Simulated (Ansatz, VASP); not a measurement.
**B: VASP beside Ansatz**

```xyz
4
Lattice="2.1006 0.0000 0.0000 -1.0503 1.8192 0.0000 0.0000 0.0000 6.8605" Properties=species:S:1:pos:R:3 pbc="T T T"
B     0.0000    0.0000    0.0000
B     0.0000    0.0000    3.4303
B     0.0000    1.2128    1.7151
B     1.0503    0.6064    5.1454
```

Alike in both runs: task relaxation of cell and atoms; functional PBEsol; k mesh 17 × 17 × 5; occupations fermi-dirac, width 0.1 eV; no spin polarisation.

```csv
,VASP,Ansatz
version,VASP 6.6.1,Ansatz 0.2.0
potentials or method,"VASP PAW PBE potentials, release 64 (B), cutoff 600 eV","plane waves (420 eV) with PAW, scalar-relativistic"
valence electrons in the cell,12,12
```

Ansatz gave:

| Item | Value |
| --- | --- |
| relaxed volume (Å³/atom) | 9.07 |
| relaxed cell length with the largest relative difference (Å) | 14.337 |

Estimate VASP's values.

relaxed volume (Å³/atom): 7.68; relaxed cell length with the largest relative difference (Å): 12.106.

VASP's potentials were made for PBE, not for PBEsol, and Ansatz warns of the same on its side. One of these differences is far larger than is usual between the two programs; its cause wasn't traced.

Noted on VASP's run: the volume moved by over 15 % at a fixed basis, so the end points are rough.
